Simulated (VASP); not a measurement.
Crystal: Cu.

```
CELL_PARAMETERS angstrom
2.55616 0.00000 0.00000
-1.27808 2.21370 0.00000
0.00000 0.00000 4.17421
ATOMIC_POSITIONS crystal
Cu 0.33333 0.66667 0.25000
Cu 0.66667 0.33333 0.75000
```

This isn't the form of Cu at room conditions, which is fcc.

- Program: VASP 6.6.1
- Task: relaxation of cell and atoms
- Functional: BLYP
- Potentials or basis: VASP PAW PBE potentials, release 64 (Cu)
- Cutoff: 600 eV
- k mesh: 14 × 14 × 8
- Occupations: fermi-dirac, width 0.1 eV
- Spin: no spin polarisation

At the start: pressure 11.1 GPa; volume 11.81 Å³/atom.

Question: How do energy, volume and symmetry change on relaxing?

Answer: Over 6 steps the energy falls by 31.3 meV/atom and the volume is 12.80 Å³/atom (+8.4 %); space group P6_3/mmc (No. 194, to 0.1 Å) before and after.

Step by step:
```csv
step,energy change (eV),largest force (eV/Å),pressure (GPa),volume (Å³)
1,0.0000,0.0000,11.12,23.62
2,-0.0518,0.0000,-3.55,26.53
3,-0.0626,0.0000,0.05,25.59
4,-0.0626,0.0000,-0.13,25.63
5,-0.0626,0.0000,0.10,25.59
6,-0.0626,0.0000,-0.01,25.60
```

Final structure:
```yaml
crystal:
  lattice:
    - [2.62424, 0.00000, 0.00000]
    - [-1.31212, 2.27266, 0.00000]
    - [0.00000, 0.00000, 4.29271]
  atoms:
    - { symbol: Cu, position: [0.33333, 0.66667, 0.25000] }
    - { symbol: Cu, position: [0.66667, 0.33333, 0.75000] }
```

Caveat: the PAW data sets were made with another functional, which shifts forces and pressure a little.
